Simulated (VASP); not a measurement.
A run of VASP 6.6.1 is set up as follows.

File INCAR:

```
SYSTEM = Zn2O3
PREC = Accurate
ENCUT = 520
EDIFF = 1E-7
ISMEAR = -1
SIGMA = 0.06122561905347299
LREAL = .FALSE.
LASPH = .TRUE.
NELM = 80
ALGO = Normal
ISIF = 2
LWAVE = .FALSE.
LCHARG = .FALSE.
GGA = PE
NBANDS = 53
```

The input KPOINTS:

```
regular mesh
0
G
  8 8 8
  0 0 0
```

Contents of POSCAR:

```
Zn2O3
1.0
    4.7395790058      0.0000000000      0.0000000000
    0.0000000000      4.7395790058      0.0000000000
    0.0000000000      0.0000000000      4.7395790058
Zn O
4 6
Direct
    0.2500000000      0.2500000000      0.2500000000
    0.7500000000      0.7500000000      0.2500000000
    0.7500000000      0.2500000000      0.7500000000
    0.2500000000      0.7500000000      0.7500000000
    0.5000000000      0.0000000000      0.0000000000
    0.0000000000      0.5000000000      0.0000000000
    0.0000000000      0.0000000000      0.5000000000
    0.5000000000      0.5000000000      0.0000000000
    0.5000000000      0.0000000000      0.5000000000
    0.0000000000      0.5000000000      0.5000000000
```

Potentials or basis: VASP PAW PBE potentials, release 64 (Zn, O).

Launch:

```sh
$ cat potpaw_PBE.64/Zn/POTCAR potpaw_PBE.64/O/POTCAR > POTCAR
$ mpirun -np 1 vasp_std > vasp.out
```

(1) Estimate the band gap on the k mesh.

(2) Predict the pressure.

Results:

(1) zero (bands 42 and 43 overlap by 1.32 eV).

(2) 10.5 GPa.

Caveat: the cell stands under pressure.
